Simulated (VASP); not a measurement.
Crystal: CuI.

```
I Cu
1.0
     0.00000    3.05158    3.05158
     3.05158    0.00000    3.05158
     3.05158    3.05158    0.00000
I Cu
1 1
Direct
  0.00000 0.00000 0.00000
  0.75000 0.75000 0.75000
```

Base run:

```yaml
Program: VASP 6.6.1
Functional: PBE
Dispersion: D3(BJ)
Potentials_or_basis: VASP PAW PBE potentials, release 64 (I, Cu)
Cutoff: 520 eV
k_mesh: 8 × 8 × 8
Occupations: fermi-dirac, width 0.05 eV
Spin: no spin polarisation
```

Its results: band gap on the k mesh 1.09 eV; pressure -2.5 GPa.

Task: The run is repeated on the same cell with these changes: functional from PBE to RPBE; dispersion from D3(BJ) to none. What comes out?

Result: Band gap on the k mesh 1.23 eV; pressure 1.6 GPa.

Several settings changed at once.

Caveats: spin-orbit coupling is left out, which moves the levels of the heavy elements; the PAW data sets were made with another functional, which shifts forces and pressure a little (at least some runs).

